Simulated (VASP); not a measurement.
# Zr (Fd-3m) in VASP: a series of runs

Runs on Zr. Level: PBEsol. Tasks: single point, relaxation of cell and atoms.

Program: VASP 6.6.1. These are calculated values, not measurements. Logs are shortened: lines on timing, memory, paths and dates and some standing lists are left out, and cuts for length are marked.

### 1 The cell of the first run

It takes space group Fd-3m (No. 227, cubic). The conventional cell has a = 6.062 Å, b = 6.062 Å, c = 6.062 Å, α = 90.00°, β = 90.00°, γ = 90.00°. Within 3.5 Å of Zr (site symmetry -43m) lie 4 Zr at 2.62 Å.

### 2 Single point, PBEsol (volume scaled by 0.96)

Contents of INCAR:

```
SYSTEM = Zr
ALGO = Normal
EDIFF = 1E-6
ENCUT = 520
GGA = PS
ISIF = 2
ISMEAR = -1
LASPH = .True.
LCHARG = .False.
LREAL = .False.
LWAVE = .False.
NBANDS = 19
NELM = 60
PREC = Accurate
SIGMA = 0.1
```

Contents of KPOINTS:

```
k-points
0
Gamma
  10 10 10
  0 0 0
```

Contents of POSCAR:

```
Zr
1.0
    0.0000000000      3.0309404609      3.0309404609
    3.0309404609      0.0000000000      3.0309404609
    3.0309404609      3.0309404609      0.0000000000
Zr
2
Direct
    0.1250000000      0.1250000000      0.1250000000
    0.8750000000      0.8750000000      0.8750000000
```

Potentials or basis: VASP PAW PBE potentials, release 64 (Zr_sv).

Started as:

```bash
> cat potpaw_PBE.64/Zr_sv/POTCAR > POTCAR
> mpirun -np 1 vasp_std > vasp.out
```

OUTCAR:

```text
SYSTEM = Zr
   EDIFF = 1E-6
   ENCUT = 520
   GGA = PS
   ISIF = 2
   ISMEAR = -1
   LASPH = .True.
   LREAL = .False.
   NELM = 60
   PREC = Accurate

 ion  position               nearest neighbor table
   1  0.125  0.125  0.125-   2 2.62   2 2.62   2 2.62   2 2.62
   2  0.875  0.875  0.875-   1 2.62   1 2.62   1 2.62   1 2.62

  LATTYP: Found a face centered cubic cell.
 ALAT       =     6.0618809218

  Lattice vectors:

 A1 = (   0.0000000000,   3.0309404609,   3.0309404609)
 A2 = (   3.0309404609,   0.0000000000,   3.0309404609)
 A3 = (   3.0309404609,   3.0309404609,   0.0000000000)

Analysis of symmetry for initial positions (statically):
=====================================================================
 Subroutine PRICEL returns:
 Original cell was already a primitive cell.

 Routine SETGRP: Setting up the symmetry group for a
 face centered cubic supercell.

 Subroutine GETGRP returns: Found 48 space group operations
 (whereof 12 operations were pure point group operations)
 out of a pool of 48 trial point group operations.

The static configuration has the point symmetry D_3d.
 The point group associated with its full space group is O_h .

Analysis of symmetry for dynamics (positions and initial velocities):
=====================================================================
 Subroutine PRICEL returns:
 Original cell was already a primitive cell.

 Routine SETGRP: Setting up the symmetry group for a
 face centered cubic supercell.

 Subroutine GETGRP returns: Found 48 space group operations
 (whereof 12 operations were pure point group operations)
 out of a pool of 48 trial point group operations.

The dynamic configuration has the point symmetry D_3d.
 The point group associated with its full space group is O_h .

 Subroutine INISYM returns: Found 48 space group operations
 (whereof 12 operations are pure point group operations),
 and found     1 'primitive' translations

----------------------------------------------------------------------------------------

                                     Primitive cell

  volume of cell :      55.6881

  direct lattice vectors                    reciprocal lattice vectors
     0.000000000  3.030940461  3.030940461    -0.164965299  0.164965299  0.164965299
     3.030940461  0.000000000  3.030940461     0.164965299 -0.164965299  0.164965299
     3.030940461  3.030940461  0.000000000     0.164965299  0.164965299 -0.164965299

  length of vectors
     4.286397107  4.286397107  4.286397107     0.285728280  0.285728280  0.285728280

  position of ions in fractional coordinates (direct lattice)
     0.125000000  0.125000000  0.125000000
     0.875000000  0.875000000  0.875000000

  ion indices of the primitive-cell ions
   primitive index   ion index
                 1           1
                 2           2

----------------------------------------------------------------------------------------

 KPOINTS: k-points

Automatic generation of k-mesh.
 Grid dimensions read from file:
 generate k-points for:   10   10   10

 Generating k-lattice:

  Cartesian coordinates                     Fractional coordinates (reciprocal lattice)
    -0.016496530  0.016496530  0.016496530     0.100000000  0.000000000  0.000000000
     0.016496530 -0.016496530  0.016496530     0.000000000  0.100000000  0.000000000
     0.016496530  0.016496530 -0.016496530     0.000000000  0.000000000  0.100000000

  Length of vectors
     0.028572828  0.028572828  0.028572828

  Shift w.r.t. Gamma in fractional coordinates (k-lattice)
     0.000000000  0.000000000  0.000000000

 Subroutine IBZKPT returns following result:
 ===========================================

 Found     47 irreducible k-points:

 Following reciprocal coordinates:
            Coordinates               Weight
  0.000000  0.000000  0.000000      1.000000
  0.100000  0.000000  0.000000      8.000000
  0.200000  0.000000  0.000000      8.000000
  0.300000  0.000000  0.000000      8.000000
  0.400000  0.000000  0.000000      8.000000
  0.500000  0.000000  0.000000      4.000000
[... 16 lines left out ...]
  0.300000  0.300000  0.000000      6.000000
  0.400000  0.300000  0.000000     24.000000
 [... further k-points ...]
   k-points           NKPTS =     47   k-points in BZ     NKDIM =     47   number of bands    NBANDS=     19
   number of dos      NEDOS =    301   number of ions     NIONS =      2
   total plane-waves  NPLWV =  32768
   dimension x,y,z NGX =    32 NGY =   32 NGZ =   32
   dimension x,y,z NGXF=    64 NGYF=   64 NGZF=   64
   ions per type =               2
   NGX,Y,Z   is equivalent  to a cutoff of  12.41, 12.41, 12.41 a.u.
   NGXF,Y,Z  is equivalent  to a cutoff of  24.82, 24.82, 24.82 a.u.
 SYSTEM =  Zr
   PREC   = accura    normal or accurate (medium, high low for compatibility)
   ISTART =      0    job   : 0-new  1-cont  2-samecut
   ICHARG =      2    charge: 1-file 2-atom 10-const
   ISPIN  =      1    spin polarized calculation?
   LNONCOLLINEAR =      F non collinear calculations
   LSORBIT =      F    spin-orbit coupling
   LASPH  =      T    aspherical Exc in radial PAW
   ENCUT  =  520.0 eV  38.22 Ry    6.18 a.u.   7.97  7.97  7.97*2*pi/ulx,y,z
   NELM   =     60;   NELMIN=  2; NELMDL= -5     # of ELM steps
   EDIFF  = 0.1E-05   stopping-criterion for ELM
   LREAL  =      F    real-space projection
   EDIFFG = 0.1E-04   stopping-criterion for IOM
   NSW    =      0    number of steps for IOM
   IBRION =     -1    ionic relax: 0-MD 1-quasi-New 2-CG
   NFREE  =      0    steps in history (QN), initial steepest desc. (CG)
   ISIF   =      2    stress and relaxation
   ISYM   =      2    0-nonsym 1-usesym 2-fastsym
   POTIM  = 0.5000    time-step for ionic-motion
   TEBEG  =    0.0;   TEEND  =   0.0 temperature during run
   PSTRESS=    0.0 pullay stress
   NELECT =      24.0000    total number of electrons
   NUPDOWN=      -1.0000    fix difference up-down
   EMIN   =  10.00;   EMAX   =-10.00  energy-range for DOS
   EFERMI =   0.00;   METHOD = LEGACY
   ISMEAR =    -1;   SIGMA  =   0.10  broadening in eV -4-tet -1-fermi 0-gaus
   EFERMI_NEDOS =   21; number of points for ismear=-14 and -15
   IALGO  =     38    algorithm
   IMIX   =      4    mixing-type and parameters
     AMIX     =   0.40;   BMIX     =  1.00
     AMIX_MAG =   1.60;   BMIX_MAG =  1.00
  volume/ion in A,a.u.               =      27.84       187.90
  Fermi-wavevector in a.u.,A,eV,Ry     =   1.236587  2.336810 20.805297  1.529146
  Thomas-Fermi vector in A             =   2.371189
   LORBIT       =      0    0 simple, 1 ext, 2 COOP (PROOUT), +10 PAW based schemes
   GGA     = PS    functional components
   LHFCALC =     F    Hartree Fock is set to
   AEXX    =    0.0000 exact exchange contribution
   IVDW    =     0    specifies the selected vdW correction
   LEPSILON=     F    determine dielectric tensor
   LRPA    =     F    only Hartree local field effects (RPA)
 non-spin polarized calculation
  energy-cutoff  :      520.00
  volume of cell :       55.69
 maximum number of plane-waves:      1524
   NGX = 15   NGY = 15   NGZ = 15

 number of electron      24.0000000 magnetization

 Free energy of the ion-electron system (eV)
  ---------------------------------------------------
  ext. energy  EPLUGINS =         0.00000000
  ---------------------------------------------------
  free energy    TOTEN  =       -13.33327617 eV

  energy without entropy =      -13.18880316  energy(sigma->0) =      -13.26103967

 E-fermi :   6.4045     XC(G=0): -10.0992

 val. band max:        6.4040389928   @ k =   0.1000   0.0000   0.0000
 cond. band min:       6.4089037705   @ k =   0.4000   0.0000   0.0000
 fundamental gap:      0.0048647777
 Fermi energy:         6.4044831652

 k-point     1 :       0.0000    0.0000    0.0000
  band No.  band energies     occupation
      1     -42.4144      2.00000
      2     -41.6076      2.00000
      3     -20.8427      2.00000
      4     -20.8427      2.00000
      5     -20.8427      2.00000
      6     -19.5752      2.00000
[... 11 lines left out ...]
     18      12.5114      0.00000
     19      12.5114      0.00000

 k-point     2 :       0.1000    0.0000    0.0000
  band No.  band energies     occupation
      1     -42.4004      2.00000
      2     -41.6231      2.00000
      3     -20.8594      2.00000
      4     -20.8594      2.00000
      5     -20.8432      2.00000
      6     -19.5740      2.00000
[... 11 lines left out ...]
     18      12.4689      0.00000
     19      12.4689      0.00000

 k-point     3 :       0.2000    0.0000    0.0000
  band No.  band energies     occupation
      1     -42.3607      2.00000
      2     -41.6666      2.00000
      3     -20.9008      2.00000
      4     -20.9008      2.00000
      5     -20.8455      2.00000
      6     -19.5696      2.00000
[... 11 lines left out ...]
     18      12.3318      0.00000
     19      12.3318      0.00000

 k-point     4 :       0.3000    0.0000    0.0000
  band No.  band energies     occupation
      1     -42.3035      2.00000
      2     -41.7284      2.00000
      3     -20.9484      2.00000
      4     -20.9484      2.00000
      5     -20.8505      2.00000
      6     -19.5612      2.00000
[... 11 lines left out ...]
     18      12.0727      0.00000
     19      12.0727      0.00000

 k-point     5 :       0.4000    0.0000    0.0000
  band No.  band energies     occupation
      1     -42.2462      2.00000
      2     -41.7894      2.00000
      3     -20.9845      2.00000
      4     -20.9845      2.00000
      5     -20.8562      2.00000
      6     -19.5521      2.00000
[... 11 lines left out ...]
     18      11.6964      0.00000
     19      11.6964      0.00000

 k-point     6 :       0.5000    0.0000    0.0000
  band No.  band energies     occupation
      1     -42.2198      2.00000
      2     -41.8172      2.00000
      3     -20.9978      2.00000
      4     -20.9978      2.00000
      5     -20.8588      2.00000
      6     -19.5482      2.00000
[... 11 lines left out ...]
     18      11.4457      0.00000
     19      11.4498      0.00000

 k-point     7 :       0.1000    0.1000    0.0000
  band No.  band energies     occupation
      1     -42.3956      2.00000
      2     -41.6284      2.00000
      3     -20.8795      2.00000
      4     -20.8795      2.00000
      5     -20.8115      2.00000
      6     -19.6085      2.00000
[... 11 lines left out ...]
     18      12.2249      0.00000
     19      12.6435      0.00000

 k-point     8 :       0.2000    0.1000    0.0000
  band No.  band energies     occupation
      1     -42.3640      2.00000
      2     -41.6629      2.00000
      3     -20.9228      2.00000
      4     -20.9223      2.00000
      5     -20.7870      2.00000
      6     -19.6327      2.00000
[... 256 lines left out ...]
 k-point    20 :      -0.4000    0.2000    0.0000
  band No.  band energies     occupation
      1     -42.1748      2.00000
      2     -41.8642      2.00000
      3     -21.1459      2.00000
      4     -21.0378      2.00000
      5     -20.6152      2.00000
      6     -19.7864      2.00000
[... 11 lines left out ...]
     18      10.7727      0.00000
     19      11.9803      0.00000

 k-point    21 :      -0.3000    0.2000    0.0000
  band No.  band energies     occupation
      1     -42.2199      2.00000
      2     -41.8171      2.00000
      3     -21.1247      2.00000
      4     -20.9982      2.00000
      5     -20.6621      2.00000
      6     -19.7401      2.00000
[... 11 lines left out ...]
     18      10.3043      0.00000
     19      12.5469      0.00000

 k-point    22 :      -0.2000    0.2000    0.0000
  band No.  band energies     occupation
      1     -42.2805      2.00000
      2     -41.7530      2.00000
      3     -21.0659      2.00000
      4     -20.9500      2.00000
      5     -20.7298      2.00000
      6     -19.6774      2.00000
[... 11 lines left out ...]
     18      10.9952      0.00000
     19      12.7063      0.00000

 k-point    23 :       0.3000    0.3000    0.0000
  band No.  band energies     occupation
      1     -42.2544      2.00000
      2     -41.7807      2.00000
      3     -21.0614      2.00000
      4     -21.0614      2.00000
      5     -20.5826      2.00000
      6     -19.8481      2.00000
[... 11 lines left out ...]
     18      10.4157      0.00000
     19      12.6444      0.00000

 k-point    24 :       0.4000    0.3000    0.0000
  band No.  band energies     occupation
      1     -42.1977      2.00000
      2     -41.8404      2.00000
      3     -21.1088      2.00000
      4     -21.0950      2.00000
      5     -20.5062      2.00000
      6     -19.9216      2.00000
[... 11 lines left out ...]
     18      10.2140      0.00000
     19      12.4689      0.00000

 [... further k-points ...]
[... 5 lines left out ...]
  --------------------------------------------------------------------------------------
  -------------------------------------------------------------------------------------
  Total        0.5922122      0.5922122      0.5922122      0.0000000     -0.0000000      0.0000000
  in kB       17.0382787     17.0382787     17.0382787      0.0000000     -0.0000000      0.0000000
  external PRESSURE =      17.0382787 kB  Pullay stress =       0.0000000 kB

 VOLUME and BASIS-vectors are now :
 -----------------------------------------------------------------------------
  energy-cutoff  :      520.00
  volume of cell :       55.69
      direct lattice vectors                 reciprocal lattice vectors
     0.000000000  3.030940461  3.030940461    -0.164965299  0.164965299  0.164965299
     3.030940461  0.000000000  3.030940461     0.164965299 -0.164965299  0.164965299
     3.030940461  3.030940461  0.000000000     0.164965299  0.164965299 -0.164965299

 POSITION                                       TOTAL-FORCE (eV/Angst)
 -----------------------------------------------------------------------------------
      0.75774      0.75774      0.75774         0.000000      0.000000      0.000000
      5.30415      5.30415      5.30415        -0.000000     -0.000000     -0.000000
 -----------------------------------------------------------------------------------
    total drift:                                0.000000      0.000000     -0.000000

  FREE ENERGIE OF THE ION-ELECTRON SYSTEM (eV)
  ---------------------------------------------------
  free  energy   TOTEN  =       -13.3332761681 eV

  energy  without entropy=      -13.1888031629  energy(sigma->0) =      -13.26103967
```

It took 16 s on 1 thread of Intel Xeon 6975P-C (Granite Rapids), shared host; peak memory 0.19 GiB.

What came out:

```yaml
Free_energy: -13.3333 eV
Pressure: 1.7 GPa
Band_gap_on_the_k_mesh: zero (band 12 reaches 6.51 eV, above the bottom of band 13 at 6.19 eV)
```

Levels at points of the mesh, in eV from the Fermi level:
```csv
k point,band 9,band 10,band 11,band 12,band 13,band 14,band 15,band 16
"(0.00, 0.00, 0.00)",-4.24,-1.05,-1.05,0.02,0.02,0.02,2.35,2.35
"(0.50, 0.00, 0.00)",-1.60,-1.36,-0.92,-0.92,-0.22,-0.22,1.00,3.57
"(0.50, 0.50, 0.00)",-2.12,-2.12,-0.15,-0.15,0.68,0.68,1.78,1.78
```

Caveat: the PAW data sets were made with another functional, which shifts forces and pressure a little.

(Part 1 of 2 ends here.)
